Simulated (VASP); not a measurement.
# ZnO (lda) in VASP: further runs

ZnO (lda) is run at these levels: LDA; tasks: single point.

Everything below comes from runs of VASP 6.6.1. Logs are shortened: lines on timing, memory, paths and dates and some standing lists are left out, and cuts for length are marked.

**1. The cell of the first run**

It takes space group P6_3mc (No. 186, hexagonal). Conventional cell: a = 3.187 Å, b = 3.187 Å, c = 5.153 Å, α = 90.00°, β = 90.00°, γ = 120.00°. Zn (site symmetry 3m) has 3 O at 1.84 Å within 2.4 Å. Within 2.4 Å of O (site symmetry 3m) lie 3 Zn at 1.84 Å.

**2. Single point, LDA**

INCAR

```
SYSTEM = ZnO
ALGO = Normal ; EDIFF = 1E-6
ENCUT = 520 ; GGA = CA
ISIF = 2 ; ISMEAR = 0
LASPH = .True. ; LCHARG = .False.
LREAL = .False. ; LWAVE = .False.
NBANDS = 26 ; NELM = 80
PREC = Accurate ; SIGMA = 0.01
```

KPOINTS

```
k-points
0
Gamma
  9 9 6
  0 0 0
```

POSCAR

```
ZnO
1.0
    3.1873357838      0.0000000000      0.0000000000
   -1.5936678919      2.7603137592      0.0000000000
    0.0000000000      0.0000000000      5.1528329312
Zn O
2 2
Direct
    0.3333333333      0.6666666667     -0.0529211677
    0.6666666667      0.3333333333      0.4470788323
    0.3333333333      0.6666666667      0.4349211677
    0.6666666667      0.3333333333      0.9349211677
```

Potentials or basis: VASP PAW LDA potentials, release 64 (Zn, O).

Run with:

```
cat potpaw_LDA.64/Zn/POTCAR potpaw_LDA.64/O/POTCAR > POTCAR
mpirun -np 1 vasp_std > vasp.out
```

OUTCAR:

```text
SYSTEM = ZnO
   EDIFF = 1E-6
   ENCUT = 520
   GGA = CA
   ISIF = 2
   ISMEAR = 0
   LASPH = .True.
   LREAL = .False.
   NELM = 80
   PREC = Accurate

 ion  position               nearest neighbor table
   1  0.333  0.667  0.947-   4 1.84   4 1.84   4 1.84
   2  0.667  0.333  0.447-   3 1.84   3 1.84   3 1.84
   3  0.333  0.667  0.435-   2 1.84   2 1.84   2 1.84
   4  0.667  0.333  0.935-   1 1.84   1 1.84   1 1.84

  LATTYP: Found a hexagonal cell.
 ALAT       =     3.1873357838
 C/A-ratio  =     1.6166583255

  Lattice vectors:

 A1 = (   3.1873357838,   0.0000000000,   0.0000000000)
 A2 = (  -1.5936678919,   2.7603137592,   0.0000000000)
 A3 = (   0.0000000000,   0.0000000000,   5.1528329312)

Analysis of symmetry for initial positions (statically):
=====================================================================
 Subroutine PRICEL returns:
 Original cell was already a primitive cell.

 Routine SETGRP: Setting up the symmetry group for a
 hexagonal supercell.

 Subroutine GETGRP returns: Found 12 space group operations
 (whereof  6 operations were pure point group operations)
 out of a pool of 24 trial point group operations.

The static configuration has the point symmetry C_3v.
 The point group associated with its full space group is C_6v.

Analysis of symmetry for dynamics (positions and initial velocities):
=====================================================================
 Subroutine PRICEL returns:
 Original cell was already a primitive cell.

 Routine SETGRP: Setting up the symmetry group for a
 hexagonal supercell.

 Subroutine GETGRP returns: Found 12 space group operations
 (whereof  6 operations were pure point group operations)
 out of a pool of 24 trial point group operations.

The dynamic configuration has the point symmetry C_3v.
 The point group associated with its full space group is C_6v.

 Subroutine INISYM returns: Found 12 space group operations
 (whereof  6 operations are pure point group operations),
 and found     1 'primitive' translations

----------------------------------------------------------------------------------------

                                     Primitive cell

  volume of cell :      45.3349

  direct lattice vectors                    reciprocal lattice vectors
     3.187335784  0.000000000  0.000000000     0.313741654  0.181138828  0.000000000
    -1.593667892  2.760313759  0.000000000     0.000000000  0.362277657  0.000000000
     0.000000000  0.000000000  5.152832931     0.000000000  0.000000000  0.194068004

  length of vectors
     3.187335784  3.187335784  5.152832931     0.362277657  0.362277657  0.194068004

  position of ions in fractional coordinates (direct lattice)
     0.333333333  0.666666667  0.947078832
     0.666666667  0.333333333  0.447078832
     0.333333333  0.666666667  0.434921168
     0.666666667  0.333333333  0.934921168

  ion indices of the primitive-cell ions
   primitive index   ion index
                 1           1
                 2           2
                 3           3
                 4           4

----------------------------------------------------------------------------------------

 KPOINTS: k-points

Automatic generation of k-mesh.
 Grid dimensions read from file:
 generate k-points for:    9    9    6

 Generating k-lattice:

  Cartesian coordinates                     Fractional coordinates (reciprocal lattice)
     0.034860184  0.020126536  0.000000000     0.111111111  0.000000000  0.000000000
     0.000000000  0.040253073  0.000000000     0.000000000  0.111111111  0.000000000
     0.000000000  0.000000000  0.032344667     0.000000000  0.000000000  0.166666667

  Length of vectors
     0.040253073  0.040253073  0.032344667

  Shift w.r.t. Gamma in fractional coordinates (k-lattice)
     0.000000000  0.000000000  0.000000000

 Subroutine IBZKPT returns following result:
 ===========================================

 Found     48 irreducible k-points:

 Following reciprocal coordinates:
            Coordinates               Weight
  0.000000  0.000000  0.000000      1.000000
  0.111111 -0.000000  0.000000      6.000000
  0.222222 -0.000000  0.000000      6.000000
  0.333333 -0.000000  0.000000      6.000000
  0.444444 -0.000000  0.000000      6.000000
  0.111111  0.111111  0.000000      6.000000
[... 16 lines left out ...]
  0.333333  0.222222  0.166667     24.000000
  0.333333  0.333333  0.166667      4.000000
 [... further k-points ...]
   k-points           NKPTS =     48   k-points in BZ     NKDIM =     48   number of bands    NBANDS=     26
   number of dos      NEDOS =    301   number of ions     NIONS =      4
   total plane-waves  NPLWV =  23040
   dimension x,y,z NGX =    24 NGY =   24 NGZ =   40
   dimension x,y,z NGXF=    48 NGYF=   48 NGZF=   80
   ions per type =               2   2
   NGX,Y,Z   is equivalent  to a cutoff of  12.52, 12.52, 12.91 a.u.
   NGXF,Y,Z  is equivalent  to a cutoff of  25.04, 25.04, 25.81 a.u.
 SYSTEM =  ZnO
   PREC   = accura    normal or accurate (medium, high low for compatibility)
   ISTART =      0    job   : 0-new  1-cont  2-samecut
   ICHARG =      2    charge: 1-file 2-atom 10-const
   ISPIN  =      1    spin polarized calculation?
   LNONCOLLINEAR =      F non collinear calculations
   LSORBIT =      F    spin-orbit coupling
   LASPH  =      T    aspherical Exc in radial PAW
   ENCUT  =  520.0 eV  38.22 Ry    6.18 a.u.   5.93  5.93  9.58*2*pi/ulx,y,z
   NELM   =     80;   NELMIN=  2; NELMDL= -5     # of ELM steps
   EDIFF  = 0.1E-05   stopping-criterion for ELM
   LREAL  =      F    real-space projection
   EDIFFG = 0.1E-04   stopping-criterion for IOM
   NSW    =      0    number of steps for IOM
   IBRION =     -1    ionic relax: 0-MD 1-quasi-New 2-CG
   NFREE  =      0    steps in history (QN), initial steepest desc. (CG)
   ISIF   =      2    stress and relaxation
   ISYM   =      2    0-nonsym 1-usesym 2-fastsym
   POTIM  = 0.5000    time-step for ionic-motion
   TEBEG  =    0.0;   TEEND  =   0.0 temperature during run
   PSTRESS=    0.0 pullay stress
   NELECT =      36.0000    total number of electrons
   NUPDOWN=      -1.0000    fix difference up-down
   EMIN   =  10.00;   EMAX   =-10.00  energy-range for DOS
   EFERMI =   0.00;   METHOD = LEGACY
   ISMEAR =     0;   SIGMA  =   0.01  broadening in eV -4-tet -1-fermi 0-gaus
   EFERMI_NEDOS =   21; number of points for ismear=-14 and -15
   IALGO  =     38    algorithm
   IMIX   =      4    mixing-type and parameters
     AMIX     =   0.40;   BMIX     =  1.00
     AMIX_MAG =   1.60;   BMIX_MAG =  1.00
  volume/ion in A,a.u.               =      11.33        76.48
  Fermi-wavevector in a.u.,A,eV,Ry     =   1.515997  2.864818 31.269530  2.298246
  Thomas-Fermi vector in A             =   2.625445
   LORBIT       =      0    0 simple, 1 ext, 2 COOP (PROOUT), +10 PAW based schemes
   GGA     = CA    functional components
   LHFCALC =     F    Hartree Fock is set to
   AEXX    =    0.0000 exact exchange contribution
   IVDW    =     0    specifies the selected vdW correction
   LEPSILON=     F    determine dielectric tensor
   LRPA    =     F    only Hartree local field effects (RPA)
 non-spin polarized calculation
 Gauss-broadening in eV      SIGMA  =   0.01
  energy-cutoff  :      520.00
  volume of cell :       45.33
 maximum number of plane-waves:      1237
 NGX is ok and might be reduce to    24
   NGX = 11   NGY = 11   NGZ = 19

 number of electron      35.9999987 magnetization

 Free energy of the ion-electron system (eV)
  ---------------------------------------------------
  ext. energy  EPLUGINS =         0.00000000
  ---------------------------------------------------
  free energy    TOTEN  =       -20.54512194 eV

  energy without entropy =      -20.54512194  energy(sigma->0) =      -20.54512194

 E-fermi :   1.6618     XC(G=0): -11.7025

 val. band max:        1.5615843250   @ k =   0.0000   0.0000   0.0000
 cond. band min:       2.5014959122   @ k =   0.0000   0.0000   0.0000
 fundamental gap:      0.9399115872
 Fermi energy:         1.6618286612

 k-point     1 :       0.0000    0.0000    0.0000
  band No.  band energies     occupation
      1     -17.0221      2.00000
      2     -16.2644      2.00000
      3      -5.2968      2.00000
      4      -5.2968      2.00000
      5      -5.2489      2.00000
      6      -5.2489      2.00000
[... 18 lines left out ...]
     25      15.4646      0.00000
     26      16.5620      0.00000

 k-point     2 :       0.1111   -0.0000    0.0000
  band No.  band energies     occupation
      1     -16.9373      2.00000
      2     -16.2154      2.00000
      3      -5.3382      2.00000
      4      -5.2842      2.00000
      5      -5.2135      2.00000
      6      -5.1423      2.00000
[... 18 lines left out ...]
     25      15.5748      0.00000
     26      15.9061      0.00000

 k-point     3 :       0.2222   -0.0000    0.0000
  band No.  band energies     occupation
      1     -16.7109      2.00000
      2     -16.0961      2.00000
      3      -5.4498      2.00000
      4      -5.2796      2.00000
      5      -4.9668      2.00000
      6      -4.8571      2.00000
[... 18 lines left out ...]
     25      15.1234      0.00000
     26      17.1204      0.00000

 k-point     4 :       0.3333   -0.0000    0.0000
  band No.  band energies     occupation
      1     -16.4235      2.00000
      2     -15.9760      2.00000
      3      -5.4975      2.00000
      4      -5.1492      2.00000
      5      -4.6151      2.00000
      6      -4.4750      2.00000
[... 18 lines left out ...]
     25      15.7308      0.00000
     26      17.1264      0.00000

 k-point     5 :       0.4444   -0.0000    0.0000
  band No.  band energies     occupation
      1     -16.1993      2.00000
      2     -15.9256      2.00000
      3      -5.4493      2.00000
      4      -4.9431      2.00000
      5      -4.3605      2.00000
      6      -4.3217      2.00000
[... 18 lines left out ...]
     25      16.0862      0.00000
     26      16.7370      0.00000

 k-point     6 :       0.1111    0.1111    0.0000
  band No.  band energies     occupation
      1     -16.7815      2.00000
      2     -16.1313      2.00000
      3      -5.3864      2.00000
      4      -5.3315      2.00000
      5      -5.0308      2.00000
      6      -4.9530      2.00000
[... 427 lines left out ...]
 k-point    21 :       0.4444    0.1111    0.1667
  band No.  band energies     occupation
      1     -16.1163      2.00000
      2     -15.9329      2.00000
      3      -5.3174      2.00000
      4      -4.9350      2.00000
      5      -4.3555      2.00000
      6      -4.3393      2.00000
[... 18 lines left out ...]
     25      14.4497      0.00000
     26      15.9006      0.00000

 k-point    22 :       0.2222    0.2222    0.1667
  band No.  band energies     occupation
      1     -16.2607      2.00000
      2     -15.9567      2.00000
      3      -5.2795      2.00000
      4      -5.1524      2.00000
      5      -4.4443      2.00000
      6      -4.4222      2.00000
[... 18 lines left out ...]
     25      13.3102      0.00000
     26      16.7064      0.00000

 k-point    23 :       0.3333    0.2222    0.1667
  band No.  band energies     occupation
      1     -16.0787      2.00000
      2     -15.9286      2.00000
      3      -5.0480      2.00000
      4      -4.8855      2.00000
      5      -4.3779      2.00000
      6      -4.2905      2.00000
[... 18 lines left out ...]
     25      13.7800      0.00000
     26      16.0153      0.00000

 k-point    24 :       0.3333    0.3333    0.1667
  band No.  band energies     occupation
      1     -15.9681      2.00000
      2     -15.9681      2.00000
      3      -4.7630      2.00000
      4      -4.7630      2.00000
      5      -4.3214      2.00000
      6      -4.3214      2.00000
[... 18 lines left out ...]
     25      14.4292      0.00000
     26      16.4325      0.00000

 [... further k-points ...]
[... 5 lines left out ...]
  --------------------------------------------------------------------------------------
  -------------------------------------------------------------------------------------
  Total        4.8651868      4.8651868     -1.4131133      0.0000000      0.0000000      0.0000000
  in kB      171.9403351    171.9403351    -49.9407694      0.0000000      0.0000000      0.0000000
  external PRESSURE =      97.9799669 kB  Pullay stress =       0.0000000 kB

 VOLUME and BASIS-vectors are now :
 -----------------------------------------------------------------------------
  energy-cutoff  :      520.00
  volume of cell :       45.33
      direct lattice vectors                 reciprocal lattice vectors
     3.187335784  0.000000000  0.000000000     0.313741654  0.181138828  0.000000000
    -1.593667892  2.760313759  0.000000000     0.000000000  0.362277657  0.000000000
     0.000000000  0.000000000  5.152832931     0.000000000  0.000000000  0.194068004

 POSITION                                       TOTAL-FORCE (eV/Angst)
 -----------------------------------------------------------------------------------
     -0.00000      1.84021      4.88014         0.000000     -0.000000      0.181671
      1.59367      0.92010      2.30372        -0.000000      0.000000      0.181671
     -0.00000      1.84021      2.24108        -0.000000      0.000000     -0.181671
      1.59367      0.92010      4.81749         0.000000     -0.000000     -0.181671
 -----------------------------------------------------------------------------------
    total drift:                               -0.000001     -0.000001     -0.000424

  FREE ENERGIE OF THE ION-ELECTRON SYSTEM (eV)
  ---------------------------------------------------
  free  energy   TOTEN  =       -20.5451219372 eV

  energy  without entropy=      -20.5451219372  energy(sigma->0) =      -20.54512194
```

Wall time 98 s (1 thread of AMD EPYC 7R13, shared host); peak memory 0.14 GiB.

What came out:

```
Free energy            : -20.5451 eV
Pressure               : 9.8 GPa
Largest force          : 0.182 eV/Å
Band gap on the k mesh : 0.94 eV, direct
```

Forces on the atoms (eV/Å):
```
Zn   0.000  0.000  0.182
Zn   0.000  0.000  0.182
O    0.000  0.000 -0.182
O    0.000  0.000 -0.182
```

Stress tensor (GPa, compression positive):
```
17.19  0.00  0.00
 0.00 17.19  0.00
 0.00  0.00 -4.99
```

A k mesh can miss the band edges. Expect the measured gap to be larger: semilocal functionals such as LDA lack the derivative discontinuity.

**3. Single point, LDA**

INCAR

```
SYSTEM = ZnO
PREC = Accurate ; ENCUT = 520
EDIFF = 1E-7 ; ISMEAR = 0
SIGMA = 0.01 ; LREAL = .FALSE.
LASPH = .TRUE. ; NELM = 100
ALGO = Normal ; ISIF = 2
LWAVE = .FALSE. ; LCHARG = .FALSE.
NBANDS = 26
```

KPOINTS

```
Automatic mesh
0
G
  9 9 6
  0 0 0
```

POSCAR

```
ZnO
1.0
    3.1873357838      0.0000000000      0.0000000000
   -1.5936678919      2.7603137592      0.0000000000
    0.0000000000      0.0000000000      5.1528329312
Zn O
2 2
Direct
    0.3333333333      0.6666666667     -0.0590000000
    0.6666666667      0.3333333333      0.4410000000
    0.3333333333      0.6666666667      0.4410000000
    0.6666666667      0.3333333333      0.9410000000
```

Potentials or basis: VASP PAW LDA potentials, release 64 (Zn, O).

Run with:

```
cat potpaw_LDA.64/Zn/POTCAR potpaw_LDA.64/O/POTCAR > POTCAR
mpirun -np 1 vasp_std > vasp.out
```

It took 1.7 min on 1 thread of AMD EPYC 7R13, shared host; peak memory 0.14 GiB.

It converged, with:

```yaml
Free_energy: -20.5337 eV
Pressure: 9.9 GPa
Band_gap_on_the_k_mesh: 0.94 eV, direct
```

Stress tensor (GPa, compression positive):
```
17.37  0.00  0.00
 0.00 17.37  0.00
 0.00  0.00 -4.95
```

Levels at points of the mesh, in eV from the valence-band top:
```tsv
k point	band 16	band 17	band 18	band 19	band 20	band 21
(0.00, 0.00, 0.00)	-0.33	0.00	0.00	0.94	4.82	7.79
(0.00, 0.00, 0.50)	-0.16	-0.16	-0.16	3.32	3.32	9.62
```
